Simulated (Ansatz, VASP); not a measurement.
**Two plane-wave programs on Al9H**

Contents of INCAR:

```
SYSTEM = Al9H
ALGO     = Normal         ! electronic algorithm
DIPOL    = 0.5 0.5 0.297
EDIFF    = 1E-7           ! SCF threshold, eV
ENCUT    = 520            ! plane-wave cutoff, eV
GGA      = PE             ! functional
IDIPOL   = 3            
ISIF     = 2              ! what is computed and relaxed
ISMEAR   = 0              ! smearing method
LASPH    = .TRUE.         ! aspherical terms in the spheres
LCHARG   = .TRUE.         ! write CHGCAR
LDIPOL   = .TRUE.       
LELF     = .TRUE.         ! ELF
LREAL    = Auto         
LVACPOTAV= .TRUE.       
LVHAR    = .TRUE.       
LWAVE    = .FALSE.        ! write WAVECAR
NBANDS   = 44             ! bands
NELM     = 60             ! most SCF steps
PREC     = Accurate       ! precision mode
SIGMA    = 0.1            ! smearing width, eV
```

File KPOINTS:

```
k-points
0
G
  5 3 1
  0 0 0
```

POSCAR

```
Al9H
1.0
    5.7070863109      0.0000000000      0.0000000000
   -1.4267715777      9.7014842373      0.0000000000
    0.0000000000      0.0000000000     22.7903703632
Al H
18 2
Direct
    0.2662216041      0.0648864163      0.1755127247
    0.7662216041      0.0648864163      0.1755127247
    0.3354806058      0.3419224231      0.2192029853
    0.8354806058      0.3419224231      0.2192029853
    0.1493324061      0.5973296244      0.2279410374
    0.6493324061      0.5973296244      0.2279410374
    0.4631842064      0.8527368258      0.2366790895
    0.9631842064      0.8527368258      0.2366790895
    0.0319772084      0.1277109167      0.2808262503
    0.5319772084      0.1277109167      0.2808262503
    0.0997917590      0.4042231279      0.3301071124
    0.5997917590      0.4042231279      0.3301071124
    0.4144000530      0.6596656505      0.3369822082
    0.9144000530      0.6596656505      0.3369822082
    0.2263076920      0.9110819249      0.3449259127
    0.7263076920      0.9110819249      0.3449259127
    0.2962427236      0.1814071990      0.3857054635
    0.7962427236      0.1814071990      0.3857054635
    0.4193609451      0.9110819249      0.4335326809
    0.5332544390      0.9110819249      0.4335326809
```

Input for Ansatz:

```yaml
crystal:
  lattice:
    - [5.7070863109, 0.0, 0.0]
    - [-1.4267715777, 9.7014842373, 0.0]
    - [0.0, 0.0, 22.7903703632]
  atoms:
    - { symbol: Al, position: [0.2662216041, 0.0648864163, 0.1755127247] }
    - { symbol: Al, position: [0.7662216041, 0.0648864163, 0.1755127247] }
    - { symbol: Al, position: [0.3354806058, 0.3419224231, 0.2192029853] }
    - { symbol: Al, position: [0.8354806058, 0.3419224231, 0.2192029853] }
    - { symbol: Al, position: [0.1493324061, 0.5973296244, 0.2279410374] }
    - { symbol: Al, position: [0.6493324061, 0.5973296244, 0.2279410374] }
    - { symbol: Al, position: [0.4631842064, 0.8527368258, 0.2366790895] }
    - { symbol: Al, position: [0.9631842064, 0.8527368258, 0.2366790895] }
    - { symbol: Al, position: [0.0319772084, 0.1277109167, 0.2808262503] }
    - { symbol: Al, position: [0.5319772084, 0.1277109167, 0.2808262503] }
    - { symbol: Al, position: [0.099791759, 0.4042231279, 0.3301071124] }
    - { symbol: Al, position: [0.599791759, 0.4042231279, 0.3301071124] }
    - { symbol: Al, position: [0.414400053, 0.6596656505, 0.3369822082] }
    - { symbol: Al, position: [0.914400053, 0.6596656505, 0.3369822082] }
    - { symbol: Al, position: [0.226307692, 0.9110819249, 0.3449259127] }
    - { symbol: Al, position: [0.726307692, 0.9110819249, 0.3449259127] }
    - { symbol: Al, position: [0.2962427236, 0.181407199, 0.3857054635] }
    - { symbol: Al, position: [0.7962427236, 0.181407199, 0.3857054635] }
    - { symbol: H, position: [0.4193609451, 0.9110819249, 0.4335326809] }
    - { symbol: H, position: [0.533254439, 0.9110819249, 0.4335326809] }
basis:
  ecutwfc: 420
kpoints:
  mp_grid: { grid: [5, 3, 1] }
hamiltonian:
  xc: pbe
  pseudopotentials: { kind: paw, azcp: { folder: soft_1 } }
scf:
  occupations: { method: gaussian, width: 0.1 }
output:
  forces: true
  eigenvalues: true
  write_density: true
  write_potential: true
  elf: true
  volumetric_format: npy
efield:
  axis: 3
  dipole_correction: true
  ramp_width: 0.04
```

Alike in both runs: task single point; functional PBE; k mesh 5 × 3 × 1; occupations gaussian, width 0.1 eV; no spin polarisation.

|  | VASP | Ansatz |
| --- | --- | --- |
| version | VASP 6.6.1 | Ansatz 0.2.0 |
| potentials or method | VASP PAW PBE potentials, release 64 (Al, H), cutoff 520 eV | scalar-relativistic, plane waves, PAW |
| valence electrons in the cell | 56 | 56 |

|  | VASP | Ansatz | Ansatz less VASP |
| --- | --- | --- | --- |
| gap on the k mesh at the Fermi level (eV) | none | none | - |
| rms of the force components (eV/Å) | 0.975 | 0.968 | -0.0067 |
| work function, face that differs most (eV) | 4.04 | 4.03 | -0.002 |

Atom by atom the forces differ by 0.007 eV/Å (rms over components). A gap of «none» marks a metal or a gap that the smearing closes.
